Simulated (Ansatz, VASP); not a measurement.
SiC in VASP and in Ansatz

```xyz
12
Lattice="3.0950 0.0000 0.0000 -1.5475 2.6803 0.0000 0.0000 0.0000 15.0183" Properties=species:S:1:pos:R:3 pbc="T T T"
Si    0.0000    0.0000    1.8806
Si    0.0000    0.0000    9.3898
Si    0.0000    1.7869    4.3855
Si    1.5475    0.8934   11.8946
Si    0.0000    1.7869   14.3953
Si    1.5475    0.8934    6.8861
C     0.0000    0.0000   -0.0077
C     0.0000    0.0000    7.5015
C     0.0000    1.7869    2.5027
C     1.5475    0.8934   10.0118
C     0.0000    1.7869   12.5121
C     1.5475    0.8934    5.0029
```

Change from the starting cell: z stretched by -1 %, ions relaxed.

Alike in both runs: functional PBE; k mesh 10 × 10 × 2; occupations fermi-dirac, width 0.02 eV; no spin polarisation.

Ansatz relaxed the structure, and its values are those at the end. VASP's run is a single point on that final structure, the one shown.

|  | VASP | Ansatz |
| --- | --- | --- |
| version | VASP 6.6.1 | Ansatz 0.2.0 |
| potentials or method | VASP PAW PBE potentials, release 64 (Si, C) | plane-wave PAW, scalar-relativistic |
| plane-wave cutoff (eV) | 520 | 420 |
| valence electrons in the cell | 48 | 48 |

```csv
,VASP,Ansatz,Ansatz less VASP
gap on the k mesh at the Fermi level (eV),2.00,2.00,+0.002
pressure (GPa),2.4,2.4,+0.06
```

Ansatz's warnings: stress scf threshold loose.
